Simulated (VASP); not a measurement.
Write the native input for VASP 6.6.1 that does the following.

```yaml
Task: single point
Functional: r2SCAN
Potentials_or_basis: VASP PAW PBE potentials, release 64 (Al, N)
Cutoff: 660 eV
k_mesh: 8 × 5 × 10
Occupations: gaussian, width 0.02 eV
Spin: no spin polarisation
Dipole_correction: no
Further_INCAR_settings: ALGO = Normal; EDIFF = 1e-06; NBANDS = 16; ISYM = 0
```

The system is AlN.

```
Al N
1.0
     3.23520    0.00000    0.00000
     0.00000    5.21142    0.00000
     1.61760    0.00000    2.55471
Al N
2 2
Cartesian
  1.6176 -0.0088 0.8516
  3.2352 2.5969 1.7031
  1.6176 3.2138 0.8516
  3.2352 0.6081 1.7031
```

These files were run (other wordings do the same):

POSCAR

```
AlN
1.0
    3.2352006002      0.0000000000      0.0000000000
    0.0000000000      5.2114160379      0.0000000000
    1.6176003001      0.0000000000      2.5547108032
Al N
2 2
Direct
    0.3333333333     -0.0016929022      0.3333333333
    0.6666666667      0.4983070978      0.6666666667
    0.3333333333      0.6166929022      0.3333333333
    0.6666666667      0.1166929022      0.6666666667
```

INCAR.step1

```
SYSTEM = AlN
PREC = Accurate ; ENCUT = 660
ISMEAR = 0 ; SIGMA = 0.02
LREAL = .False. ; LASPH = .True.
NELM = 120 ; NBANDS = 16
ISYM = 0 ; GGA = PE
ALGO = Normal ; EDIFF = 1E-5
LWAVE = .True. ; LCHARG = .False.
GGA_COMPAT = .False.
```

INCAR.step2

```
SYSTEM = AlN
PREC = Accurate ; ENCUT = 660
EDIFF = 1E-6 ; ISMEAR = 0
SIGMA = 0.02 ; LREAL = .False.
LASPH = .True. ; NELM = 120
ALGO = Normal ; ISIF = 2
LWAVE = .False. ; LCHARG = .False.
METAGGA = R2SCAN ; LMIXTAU = .True.
NBANDS = 16 ; ISYM = 0
ISTART = 1 ; GGA_COMPAT = .False.
```

KPOINTS

```
Automatic mesh
0
Gamma
  8 5 10
  0 0 0
```

Potentials or basis: VASP PAW PBE potentials, release 64 (Al, N).

Launch:

```bash
$ cat potpaw_PBE.64/Al/POTCAR potpaw_PBE.64/N/POTCAR > POTCAR
$ cp INCAR.step1 INCAR
$ mpirun -np 1 vasp_std > vasp.out
$ cp INCAR.step2 INCAR
$ mpirun -np 1 vasp_std > vasp.out
```

It gave:

- Pressure: -5.0 GPa
- Largest force: 1.226 eV/Å
- Band gap on the k mesh: 4.36 eV

Caveat: the stress differs along the axes, from -18 to 18 GPa; the PAW data sets were made with another functional, which shifts forces and pressure a little.

It took 16 min on 1 thread of Oxide Virtual Turin-like Processor (shared host), peak memory 0.27 GiB.
